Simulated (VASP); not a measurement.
# Fe (P6_3/mmc) in VASP: further runs

Runs on Fe. Level: r2SCAN+D4. Tasks: single point.

Everything below comes from runs of VASP 6.6.1. Logs are shortened: lines on timing, memory, paths and dates and some standing lists are left out, and cuts for length are marked.

## (1) The cell of the first run

Symmetry: P6_3/mmc, No. 194, hexagonal system. The conventional cell has a = 2.384 Å, b = 2.384 Å, c = 3.764 Å, α = 90.00°, β = 90.00°, γ = 120.00°. Fe (site symmetry -6m2) has 12 Fe at 2.33 to 2.38 Å within 3.1 Å.

## (2) Single point, r2SCAN+D4, collinear spin, ferromagnetic start

The input, POSCAR:

```
Fe
1.0
    2.3844669570      0.0000000000      0.0000000000
   -1.1922334785      2.0650089592      0.0000000000
    0.0000000000      0.0000000000      3.7635056374
Fe
2
Direct
    0.6666666667      0.3333333333      0.7500000000
    0.3333333333      0.6666666667      0.2500000000
```

The input, INCAR.step1:

```
PREC = Accurate
ENCUT = 520
ISMEAR = -1
SIGMA = 0.05
LREAL = F
LASPH = T
NELM = 150
ISPIN = 2
MAGMOM = 3 3
LMAXMIX = 4
NBANDS = 19
GGA = PE
ALGO = Normal
EDIFF = 1E-4
LWAVE = T
LCHARG = F
```

The input, INCAR.step2:

```
PREC = Accurate
ENCUT = 520
EDIFF = 1E-6
ISMEAR = -1
SIGMA = 0.05
LREAL = F
LASPH = T
NELM = 150
ALGO = Normal
ISIF = 2
LWAVE = F
LCHARG = T
ISPIN = 2
MAGMOM = 3 3
LORBIT = 11
LMAXMIX = 4
METAGGA = R2SCAN
LMIXTAU = T
IVDW = 13
VDW_S6 = 1.0
VDW_S8 = 0.6018749
VDW_A1 = 0.51559235
VDW_A2 = 5.77342911
LELF = T
LVHAR = T
NBANDS = 19
ISTART = 1
```

The input, KPOINTS:

```
regular mesh
0
Gamma
  12 12 7
```

Potentials or basis: VASP PAW PBE potentials, release 64 (Fe).

Launch:

```sh
$ cat potpaw_PBE.64/Fe/POTCAR > POTCAR
$ cp INCAR.step1 INCAR
$ mpirun -np 1 vasp_std > vasp.out
$ cp INCAR.step2 INCAR
$ mpirun -np 1 vasp_std > vasp.out
```

OUTCAR:

```text
PREC = Accurate
   ENCUT = 520
   EDIFF = 1E-6
   ISMEAR = -1
   LREAL = F
   LASPH = T
   NELM = 150
   ISIF = 2
   ISPIN = 2
   LORBIT = 11
   METAGGA = R2SCAN
   IVDW = 13
   ISTART = 1

 ion  position               nearest neighbor table
   1  0.667  0.333  0.750-   2 2.33   2 2.33   2 2.33   2 2.33   2 2.33   2 2.33
   2  0.333  0.667  0.250-   1 2.33   1 2.33   1 2.33   1 2.33   1 2.33   1 2.33

  LATTYP: Found a hexagonal cell.
 ALAT       =     2.3844669570
 C/A-ratio  =     1.5783425417

  Lattice vectors:

 A1 = (   2.3844669570,   0.0000000000,   0.0000000000)
 A2 = (  -1.1922334785,   2.0650089592,   0.0000000000)
 A3 = (   0.0000000000,   0.0000000000,   3.7635056374)

Analysis of symmetry for initial positions (statically):
=====================================================================
 Subroutine PRICEL returns:
 Original cell was already a primitive cell.

 Routine SETGRP: Setting up the symmetry group for a
 hexagonal supercell.

 Subroutine GETGRP returns: Found 24 space group operations
 (whereof 12 operations were pure point group operations)
 out of a pool of 24 trial point group operations.

The static configuration has the point symmetry D_3d.
 The point group associated with its full space group is D_6h.

Analysis of symmetry for dynamics (positions and initial velocities):
=====================================================================
 Subroutine PRICEL returns:
 Original cell was already a primitive cell.

 Routine SETGRP: Setting up the symmetry group for a
 hexagonal supercell.

 Subroutine GETGRP returns: Found 24 space group operations
 (whereof 12 operations were pure point group operations)
 out of a pool of 24 trial point group operations.

The dynamic configuration has the point symmetry D_3d.
 The point group associated with its full space group is D_6h.

Analysis of structural, dynamic, and magnetic symmetry:
=====================================================================
 Subroutine PRICEL returns:
 Original cell was already a primitive cell.

 Routine SETGRP: Setting up the symmetry group for a
 hexagonal supercell.

 Subroutine GETGRP returns: Found 24 space group operations
 (whereof 12 operations were pure point group operations)
 out of a pool of 24 trial point group operations.

The overall configuration has the point symmetry D_3d.
 The point group associated with its full space group is D_6h.

 Subroutine INISYM returns: Found 24 space group operations
 (whereof 12 operations are pure point group operations),
 and found     1 'primitive' translations

----------------------------------------------------------------------------------------

                                     Primitive cell

  volume of cell :      18.5313

  direct lattice vectors                    reciprocal lattice vectors
     2.384466957  0.000000000  0.000000000     0.419380943  0.242129700  0.000000000
    -1.192233478  2.065008959  0.000000000     0.000000000  0.484259400  0.000000000
     0.000000000  0.000000000  3.763505637     0.000000000  0.000000000  0.265709712

  length of vectors
     2.384466957  2.384466957  3.763505637     0.484259400  0.484259400  0.265709712

  position of ions in fractional coordinates (direct lattice)
     0.666666667  0.333333333  0.750000000
     0.333333333  0.666666667  0.250000000

  ion indices of the primitive-cell ions
   primitive index   ion index
                 1           1
                 2           2

----------------------------------------------------------------------------------------

 KPOINTS: regular mesh

Automatic generation of k-mesh.
 Grid dimensions read from file:
 generate k-points for:   12   12    7

 Generating k-lattice:

  Cartesian coordinates                     Fractional coordinates (reciprocal lattice)
     0.034948412  0.020177475  0.000000000     0.083333333  0.000000000  0.000000000
     0.000000000  0.040354950  0.000000000     0.000000000  0.083333333  0.000000000
     0.000000000  0.000000000  0.037958530     0.000000000  0.000000000  0.142857143

  Length of vectors
     0.040354950  0.040354950  0.037958530

  Shift w.r.t. Gamma in fractional coordinates (k-lattice)
     0.000000000  0.000000000  0.000000000

 Subroutine IBZKPT returns following result:
 ===========================================

 Found     76 irreducible k-points:

 Following reciprocal coordinates:
            Coordinates               Weight
  0.000000  0.000000  0.000000      1.000000
  0.083333  0.000000  0.000000      6.000000
  0.166667  0.000000  0.000000      6.000000
  0.250000  0.000000  0.000000      6.000000
  0.333333  0.000000  0.000000      6.000000
  0.416667  0.000000  0.000000      6.000000
[... 16 lines left out ...]
  0.250000  0.000000  0.142857     12.000000
  0.333333  0.000000  0.142857     12.000000
 [... further k-points ...]
   k-points           NKPTS =     76   k-points in BZ     NKDIM =     76   number of bands    NBANDS=     19
   number of dos      NEDOS =    301   number of ions     NIONS =      2
   total plane-waves  NPLWV =   9072
   dimension x,y,z NGX =    18 NGY =   18 NGZ =   28
   dimension x,y,z NGXF=    36 NGYF=   36 NGZF=   56
   ions per type =               2
   NGX,Y,Z   is equivalent  to a cutoff of  12.55, 12.55, 12.37 a.u.
   NGXF,Y,Z  is equivalent  to a cutoff of  25.10, 25.10, 24.74 a.u.
 SYSTEM =  unknown system
   PREC   = accura    normal or accurate (medium, high low for compatibility)
   ISTART =      1    job   : 0-new  1-cont  2-samecut
   ICHARG =      0    charge: 1-file 2-atom 10-const
   ISPIN  =      2    spin polarized calculation?
   LNONCOLLINEAR =      F non collinear calculations
   LSORBIT =      F    spin-orbit coupling
   LASPH  =      T    aspherical Exc in radial PAW
   ENCUT  =  520.0 eV  38.22 Ry    6.18 a.u.   4.43  4.43  7.00*2*pi/ulx,y,z
   NELM   =    150;   NELMIN=  2; NELMDL=  0     # of ELM steps
   EDIFF  = 0.1E-05   stopping-criterion for ELM
   LREAL  =      F    real-space projection
   EDIFFG = 0.1E-04   stopping-criterion for IOM
   NSW    =      0    number of steps for IOM
   IBRION =     -1    ionic relax: 0-MD 1-quasi-New 2-CG
   NFREE  =      0    steps in history (QN), initial steepest desc. (CG)
   ISIF   =      2    stress and relaxation
   ISYM   =      2    0-nonsym 1-usesym 2-fastsym
   POTIM  = 0.5000    time-step for ionic-motion
   TEBEG  =    0.0;   TEEND  =   0.0 temperature during run
   PSTRESS=    0.0 pullay stress
   NELECT =      16.0000    total number of electrons
   NUPDOWN=      -1.0000    fix difference up-down
   EMIN   =  10.00;   EMAX   =-10.00  energy-range for DOS
   EFERMI =   0.00;   METHOD = LEGACY
   ISMEAR =    -1;   SIGMA  =   0.05  broadening in eV -4-tet -1-fermi 0-gaus
   EFERMI_NEDOS =   21; number of points for ismear=-14 and -15
   IALGO  =     38    algorithm
   IMIX   =      4    mixing-type and parameters
     AMIX     =   0.40;   BMIX     =  1.00
     AMIX_MAG =   1.60;   BMIX_MAG =  1.00
  volume/ion in A,a.u.               =       9.27        62.53
  Fermi-wavevector in a.u.,A,eV,Ry     =   1.558881  2.945857 33.063641  2.430109
  Thomas-Fermi vector in A             =   2.662321
   LORBIT       =     11    0 simple, 1 ext, 2 COOP (PROOUT), +10 PAW based schemes
   METAGGA = R2SCAN    functional components
   LHFCALC =     F    Hartree Fock is set to
   AEXX    =    0.0000 exact exchange contribution
   IVDW    =    13    specifies the selected vdW correction
   LEPSILON=     F    determine dielectric tensor
   LRPA    =     F    only Hartree local field effects (RPA)
 spin polarized calculation
  energy-cutoff  :      520.00
  volume of cell :       18.53
 maximum number of plane-waves:       523
 NGX is ok and might be reduce to    18
   NGX =  9   NGY =  9   NGZ = 13

 number of electron      16.0000000 magnetization      -0.0000205

 Free energy of the ion-electron system (eV)
  ---------------------------------------------------
  ext. energy  EPLUGINS =         0.00000000
  ---------------------------------------------------
  free energy    TOTEN  =       -27.31061111 eV

  energy without entropy =      -27.29298756  energy(sigma->0) =      -27.30179934

 E-fermi :   7.9202     XC(G=0): -15.6992

 val. band max:        7.9145372058   @ k =   0.3333   0.2500   0.2857
 cond. band min:       7.9271703331   @ k =   0.4167   0.0833   0.4286
 fundamental gap:      0.0126331273
 Fermi energy:         7.9202064308

 spin component 1

 k-point     1 :       0.0000    0.0000    0.0000
  band No.  band energies     occupation
      1      -2.0906      1.00000
      2       2.1188      1.00000
      3       5.9380      1.00000
      4       5.9381      1.00000
      5       6.1187      1.00000
      6       6.4971      1.00000
[... 11 lines left out ...]
     18      37.1458      0.00000
     19      37.8194      0.00000

 k-point     2 :       0.0833    0.0000    0.0000
  band No.  band energies     occupation
      1      -1.8006      1.00000
      2       2.3075      1.00000
      3       5.5893      1.00000
      4       6.1091      1.00000
      5       6.3664      1.00000
      6       6.4452      1.00000
[... 11 lines left out ...]
     18      37.1597      0.00000
     19      38.5387      0.00000

 k-point     3 :       0.1667    0.0000    0.0000
  band No.  band energies     occupation
      1      -0.9713      1.00000
      2       2.7709      1.00000
      3       5.0921      1.00000
      4       5.4475      1.00000
      5       6.1781      1.00000
      6       6.4794      1.00000
[... 434 lines left out ...]
      1       0.4345      1.00000
      2       3.2201      1.00000
      3       4.2145      1.00000
      4       4.8008      1.00000
      5       5.8446      1.00000
      6       6.1806      1.00000
[... 11 lines left out ...]
     18      34.9050      0.00000
     19      38.3538      0.00000

 k-point    24 :       0.3333    0.0000    0.1429
  band No.  band energies     occupation
      1       1.5919      1.00000
      2       3.0954      1.00000
      3       3.6350      1.00000
      4       4.6991      1.00000
      5       5.9460      1.00000
      6       6.0341      1.00000
[... 11 lines left out ...]
     18      34.0130      0.00000
     19      36.4930      0.00000

 [... further k-points ...]

 spin component 2

 k-point     1 :       0.0000    0.0000    0.0000
  band No.  band energies     occupation
      1      -2.0906      1.00000
      2       2.1188      1.00000
      3       5.9380      1.00000
      4       5.9380      1.00000
      5       6.1186      1.00000
      6       6.4971      1.00000
[... 11 lines left out ...]
     18      37.1458      0.00000
     19      37.8194      0.00000

 k-point     2 :       0.0833    0.0000    0.0000
  band No.  band energies     occupation
      1      -1.8006      1.00000
      2       2.3075      1.00000
      3       5.5893      1.00000
      4       6.1091      1.00000
      5       6.3664      1.00000
      6       6.4452      1.00000
[... 11 lines left out ...]
     18      37.1597      0.00000
     19      38.5387      0.00000

 k-point     3 :       0.1667    0.0000    0.0000
  band No.  band energies     occupation
      1      -0.9713      1.00000
      2       2.7709      1.00000
      3       5.0921      1.00000
      4       5.4474      1.00000
      5       6.1781      1.00000
      6       6.4794      1.00000
[... 434 lines left out ...]
      1       0.4345      1.00000
      2       3.2201      1.00000
      3       4.2145      1.00000
      4       4.8008      1.00000
      5       5.8446      1.00000
      6       6.1806      1.00000
[... 11 lines left out ...]
     18      34.9050      0.00000
     19      38.3538      0.00000

 k-point    24 :       0.3333    0.0000    0.1429
  band No.  band energies     occupation
      1       1.5919      1.00000
      2       3.0954      1.00000
      3       3.6350      1.00000
      4       4.6991      1.00000
      5       5.9460      1.00000
      6       6.0341      1.00000
[... 11 lines left out ...]
     18      34.0130      0.00000
     19      36.4929      0.00000

 [... further k-points ...]

------------------------ aborting loop because EDIFF is reached ----------------------------------------

  DFT-D4 for vdW energy calculation

  Edisp (eV):   -0.28511

  FORCE on cell =-STRESS in cart. coord.  units (eV):
  Direction    XX          YY          ZZ          XY          YZ          ZX
  --------------------------------------------------------------------------------------
  -------------------------------------------------------------------------------------
  Total       2.39678     2.39678     2.68884     0.00000     0.00000     0.00000
  in kB     207.22089   207.22089   232.47127     0.00000     0.00000     0.00000
  external pressure =      215.64 kB  Pullay stress =        0.00 kB

 VOLUME and BASIS-vectors are now :
 -----------------------------------------------------------------------------
  energy-cutoff  :      520.00
  volume of cell :       18.53
      direct lattice vectors                 reciprocal lattice vectors
     2.384466957  0.000000000  0.000000000     0.419380943  0.242129700  0.000000000
    -1.192233478  2.065008959  0.000000000     0.000000000  0.484259400  0.000000000
     0.000000000  0.000000000  3.763505637     0.000000000  0.000000000  0.265709712

 POSITION                                       TOTAL-FORCE (eV/Angst)
 -----------------------------------------------------------------------------------
      1.19223      0.68834      2.82263        -0.000000      0.000000      0.000000
     -0.00000      1.37667      0.94088         0.000000     -0.000000      0.000000
 -----------------------------------------------------------------------------------
    total drift:                                0.000000     -0.000000     -0.000000

  FREE ENERGIE OF THE ION-ELECTRON SYSTEM (eV)
  ---------------------------------------------------
  free  energy   TOTEN  =       -27.5957167892 eV

  energy  without entropy=      -27.5780932412  energy(sigma->0) =      -27.58690502

 total charge

# of ion       s       p       d       tot
------------------------------------------
    1        0.595   0.759   6.437   7.791
    2        0.595   0.759   6.437   7.791
--------------------------------------------------
tot          1.190   1.517  12.874  15.581

 magnetization (x)

# of ion       s       p       d       tot
------------------------------------------
    1        0.000   0.000  -0.000  -0.000
    2        0.000   0.000  -0.000  -0.000
--------------------------------------------------
tot          0.000   0.000  -0.000  -0.000
```

Wall time 3 min (1 thread of AMD EPYC 7R43 (Zen 3), shared host); peak memory 0.12 GiB.

Results:

* Free energy: -27.5957 eV
* Pressure: 21.6 GPa
* Band gap on the k mesh: zero (filled and empty bands overlap)
* Net moment: 0.00 μB per cell
* Valence electrons inside the program's atomic spheres: Fe 7.79
* Dispersion energy per atom: -0.143 eV

Stress tensor (GPa, compression positive):
```
20.72  0.00  0.00
 0.00 20.72  0.00
 0.00  0.00 23.25
```

Caveat: the starting moments collapsed, and a magnetic state may lie lower; the PAW data sets were made with another functional, which shifts forces and pressure a little; pairwise dispersion overbinds metals, which lowers pressure and volume.

(Part 1 of 2 ends here.)
